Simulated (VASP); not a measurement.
Runs of VASP 6.6.1 on CsCl. Symmetry: Pm-3m, No. 221, cubic system. The conventional cell has a = 4.137 Å, b = 4.137 Å, c = 4.137 Å, α = 90.00°, β = 90.00°, γ = 90.00°. Cs (site symmetry m-3m) has 8 Cl at 3.58 Å and 6 Cs at 4.14 Å within 4.7 Å. Within 4.7 Å of Cl (site symmetry m-3m) lie 8 Cs at 3.58 Å and 6 Cl at 4.14 Å. 

```csv
level,k mesh,cutoff (eV),grid for exact exchange (PRECFOCK),share of exact exchange,screening parameter,gap on the mesh (eV),pressure (GPa)
PBE,4 × 4 × 4,500,-,-,-,5.21,0.8
PBE0,4 × 4 × 4,400,Normal,0.25,-,7.26,0.3
r2SCAN,4 × 4 × 4,550,-,-,-,5.91,0.1
PBE,6 × 6 × 6,500,-,-,-,5.21,0.8
HSE06,4 × 4 × 4,400,Normal,0.25,0.2079 1/Å,(b),(a)
```

Alike in all rows: task single point; potentials or basis VASP PAW PBE potentials, release 64 (Cs_sv, Cl); no spin polarisation; cell as given; smearing gaussian 0.01 eV.

**Question.** Fill in the values left out.

**Answer.** (a) 0.5; (b) 6.53.

Caveats: spin-orbit coupling is left out, which moves the levels of the heavy elements; the PAW data sets were made with another functional, which shifts forces and pressure a little (at least some runs).

A k mesh can miss the band edges, and the runs leave out spin-orbit coupling on Cs.
